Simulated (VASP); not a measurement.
# P (P4/mmm) in VASP: notebook, part 2 of 2

VASP 6.6.1. Earlier steps stand in the parts before.

## 5. Single point, PBEsol (zz strain of -1 %)

INCAR

```
  ALGO = Normal
  EDIFF = 1E-6
  ENCUT = 500
  GGA = PS
  GGA_COMPAT = F
  ISIF = 2
  ISMEAR = -1
  LASPH = T
  LCHARG = F
  LREAL = F
  LWAVE = F
  NBANDS = 8
  NELM = 120
  PREC = Accurate
  SIGMA = 0.08
```

KPOINTS

```
k-points
0
Gamma
  10 10 9
```

POSCAR

```
P
1.0
    4.2729048574      0.0000000000      0.0000000000
    0.0000000000      4.2729048574      0.0000000000
    0.0000000000      0.0000000000      4.3342200000
P
1
Direct
    0.0000000000      0.0000000000      0.0000000000
```

Potentials or basis: VASP PAW PBE potentials, release 64 (P).

Command:

```sh
$ cat potpaw_PBE.64/P/POTCAR > POTCAR
$ mpirun -np 1 vasp_std > vasp.out
```

OUTCAR:

```text
EDIFF = 1E-6
   ENCUT = 500
   GGA = PS
   ISIF = 2
   ISMEAR = -1
   LASPH = T
   LREAL = F
   NELM = 120
   PREC = Accurate

 ion  position               nearest neighbor table
   1  0.000  0.000  0.000-

  LATTYP: Found a simple tetragonal cell.
 ALAT       =     4.2729048574
 C/A-ratio  =     1.0143497561

  Lattice vectors:

 A1 = (   4.2729048574,   0.0000000000,   0.0000000000)
 A2 = (   0.0000000000,   4.2729048574,   0.0000000000)
 A3 = (   0.0000000000,   0.0000000000,   4.3342200000)

Analysis of symmetry for initial positions (statically):
=====================================================================
 Subroutine PRICEL returns:
 Original cell was already a primitive cell.

 Routine SETGRP: Setting up the symmetry group for a
 simple tetragonal supercell.

 Subroutine GETGRP returns: Found 16 space group operations
 (whereof 16 operations were pure point group operations)
 out of a pool of 16 trial point group operations.

The static configuration has the point symmetry D_4h.

Analysis of symmetry for dynamics (positions and initial velocities):
=====================================================================
 Subroutine PRICEL returns:
 Original cell was already a primitive cell.

 Routine SETGRP: Setting up the symmetry group for a
 simple tetragonal supercell.

 Subroutine GETGRP returns: Found 16 space group operations
 (whereof 16 operations were pure point group operations)
 out of a pool of 16 trial point group operations.

The dynamic configuration has the point symmetry D_4h.

 Subroutine INISYM returns: Found 16 space group operations
 (whereof 16 operations are pure point group operations),
 and found     1 'primitive' translations

----------------------------------------------------------------------------------------

[... 104 lines left out ...]
   EFERMI =   0.00;   METHOD = LEGACY
   ISMEAR =    -1;   SIGMA  =   0.08  broadening in eV -4-tet -1-fermi 0-gaus
   EFERMI_NEDOS =   21; number of points for ismear=-14 and -15
   IALGO  =     38    algorithm
   IMIX   =      4    mixing-type and parameters
     AMIX     =   0.40;   BMIX     =  1.00
     AMIX_MAG =   1.60;   BMIX_MAG =  1.00
  volume/ion in A,a.u.               =      79.13       534.02
  Fermi-wavevector in a.u.,A,eV,Ry     =   0.652047  1.232191  5.784728  0.425166
  Thomas-Fermi vector in A             =   1.721842
   LORBIT       =      0    0 simple, 1 ext, 2 COOP (PROOUT), +10 PAW based schemes
   GGA     = PS    functional components
   LHFCALC =     F    Hartree Fock is set to
   AEXX    =    0.0000 exact exchange contribution
   IVDW    =     0    specifies the selected vdW correction
   LEPSILON=     F    determine dielectric tensor
   LRPA    =     F    only Hartree local field effects (RPA)
 non-spin polarized calculation
  energy-cutoff  :      500.00
  volume of cell :       79.13
 maximum number of plane-waves:      2028
 NGX is ok and might be reduce to    32
   NGX = 15   NGY = 15   NGZ = 15

 number of electron       4.9999998 magnetization

 Free energy of the ion-electron system (eV)
  ---------------------------------------------------
  ext. energy  EPLUGINS =         0.00000000
  ---------------------------------------------------
  free energy    TOTEN  =        -1.22367563 eV

  energy without entropy =       -1.15224234  energy(sigma->0) =       -1.18795899

 E-fermi :  -3.0441     XC(G=0):  -5.0810

 val. band max:       -3.0451535595   @ k =   0.4000   0.3000   0.4444
 cond. band min:      -3.0308611164   @ k =   0.2000   0.1000   0.1111
 fundamental gap:      0.0142924431
 Fermi energy:        -3.0441249843

 k-point     1 :       0.0000    0.0000    0.0000
  band No.  band energies     occupation
      1     -11.7848      2.00000
      2      -2.5625      0.00485
      3      -2.4971      0.00214
      4      -2.4971      0.00214
      5       1.5905      0.00000
      6       4.4107      0.00000
      7       4.4592      0.00000
      8       9.0613      0.00000
[... 243 lines left out ...]
 k-point    24 :       0.2000    0.0000    0.1111
  band No.  band energies     occupation
      1     -11.7105      2.00000
      2      -3.0478      1.02287
      3      -2.6909      0.02390
      4      -2.4338      0.00097
      5       2.3487      0.00000
      6       4.7527      0.00000
      7       5.0683      0.00000
      8       7.1048      0.00000

 [... further k-points ...]
[... 5 lines left out ...]
  --------------------------------------------------------------------------------------
  -------------------------------------------------------------------------------------
  Total       -1.9630872     -1.9630872     -1.8175482      0.0000000     -0.0000000      0.0000000
  in kB      -39.7459412    -39.7459412    -36.7992626      0.0000000     -0.0000000      0.0000000
  external PRESSURE =     -38.7637150 kB  Pullay stress =       0.0000000 kB

 VOLUME and BASIS-vectors are now :
 -----------------------------------------------------------------------------
  energy-cutoff  :      500.00
  volume of cell :       79.13
      direct lattice vectors                 reciprocal lattice vectors
     4.272904857  0.000000000  0.000000000     0.234032826  0.000000000  0.000000000
     0.000000000  4.272904857  0.000000000     0.000000000  0.234032826  0.000000000
     0.000000000  0.000000000  4.334220000     0.000000000  0.000000000  0.230722021

 POSITION                                       TOTAL-FORCE (eV/Angst)
 -----------------------------------------------------------------------------------
      0.00000      0.00000      0.00000         0.000000      0.000000      0.000000
 -----------------------------------------------------------------------------------
    total drift:                               -0.000000      0.000000      0.000000

  FREE ENERGIE OF THE ION-ELECTRON SYSTEM (eV)
  ---------------------------------------------------
  free  energy   TOTEN  =        -1.2236756331 eV

  energy  without entropy=       -1.1522423421  energy(sigma->0) =       -1.18795899
```

stdout:

```text
POSCAR found type information on POSCAR P
 POSCAR found :  1 types and       1 ions
 scaLAPACK will be used
 -----------------------------------------------------------------------------
|                                                                             |
|                                                                             |
|     You enforced a specific xc type in the INCAR file but a different       |
|     I HOPE YOU KNOW WHAT YOU ARE DOING!                                     |
|                                                                             |
 -----------------------------------------------------------------------------

 LDA part: xc-table for (Slater+PW92), standard interpolation
 POSCAR, INCAR and KPOINTS ok, starting setup
 FFT: planning ... GRIDC
 FFT: planning ... GRID_SOFT
 FFT: planning ... GRID
 WAVECAR not read
 entering main loop
```

It took 12 s on 1 thread of Intel Xeon 6975P-C (Granite Rapids), shared host; peak memory 0.19 GiB.

Results:

```
Free energy            : -1.2237 eV
Pressure               : -3.9 GPa
Band gap on the k mesh : zero (an odd number of electrons rules out a gap without spin polarisation)
```

Caveat: the cell differs from its parent crystal (zz strain of -1 %); the cell stands under tension; the PAW data sets were made with another functional, which shifts forces and pressure a little.

## 6. Single point, PBEsol (80.73 Å³/atom)

This run uses another cell than the first one, of 80.73 Å³/atom.

INCAR

```
ALGO     = Normal         # electronic algorithm
EDIFF    = 1E-6           # SCF threshold, eV
ENCUT    = 500            # plane-wave cutoff, eV
GGA      = PS             # functional
GGA_COMPAT= F            
ISIF     = 2              # what is computed and relaxed
ISMEAR   = -1             # smearing method
LASPH    = T              # aspherical terms in the spheres
LCHARG   = F              # write CHGCAR
LREAL    = F              # projectors in reciprocal space
LWAVE    = F              # write WAVECAR
NBANDS   = 8              # bands
NELM     = 120            # most SCF steps
PREC     = Accurate       # precision mode
SIGMA    = 0.08           # smearing width, eV
```

KPOINTS is that of step 5.

POSCAR

```
P
1.0
    4.2871006589      0.0000000000      0.0000000000
    0.0000000000      4.2871006589      0.0000000000
    0.0000000000      0.0000000000      4.3925449574
P
1
Direct
    0.0000000000      0.0000000000      0.0000000000
```

Potentials or basis: VASP PAW PBE potentials, release 64 (P).

Command:

```sh
$ cat potpaw_PBE.64/P/POTCAR > POTCAR
$ mpirun -np 1 vasp_std > vasp.out
```

Run time: 12 s. Hardware: 1 thread of Intel Xeon 6975P-C (Granite Rapids), shared host; peak memory 0.2 GiB.

It converged, with:

```yaml
Free_energy: -1.1872 eV
Pressure: -3.7 GPa
Band_gap_on_the_k_mesh: zero (an odd number of electrons rules out a gap without spin polarisation)
```

Stress tensor (GPa, compression positive):
```
-3.86  0.00  0.00
 0.00 -3.86  0.00
 0.00  0.00 -3.39
```

Levels at points of the mesh, in eV from the Fermi level:
```csv
k point,band 1,band 2,band 3,band 4,band 5,band 6,band 7
"(0.00, 0.00, 0.00)",-8.73,0.44,0.54,0.54,4.61,7.43,7.51
"(0.50, 0.00, 0.00)",-8.56,-0.82,0.59,0.69,6.49,7.52,8.17
"(0.50, 0.50, 0.00)",-8.41,-0.53,-0.53,0.72,5.86,8.09,9.68
```

Caveat: the cell stands under tension; the PAW data sets were made with another functional, which shifts forces and pressure a little.

## 7. The runs side by side

```csv
cell,gap on the mesh (eV),pressure (GPa)
"a = 4.273, b = 4.273, c = 4.290 Å, 1 atom",none,-4.0
"a = 4.230, b = 4.230, c = 4.378 Å, 1 atom",none,-4.0
"a = 4.259, b = 4.259, c = 4.363 Å, 1 atom",none,-3.9
"a = 4.273, b = 4.273, c = 4.334 Å, 1 atom",none,-3.9
"a = 4.287, b = 4.287, c = 4.393 Å, 1 atom",none,-3.7
```

Alike in all rows: task single point; level PBEsol; potentials or basis VASP PAW PBE potentials, release 64 (P); no spin polarisation; k mesh 10 × 10 × 9; cutoff (eV) 500; smearing fermi-dirac 0.08 eV.

Caveats: the cell stands under tension; the PAW data sets were made with another functional, which shifts forces and pressure a little.

Total energies depend on the potentials used, so only differences within one code and one set of settings carry meaning.
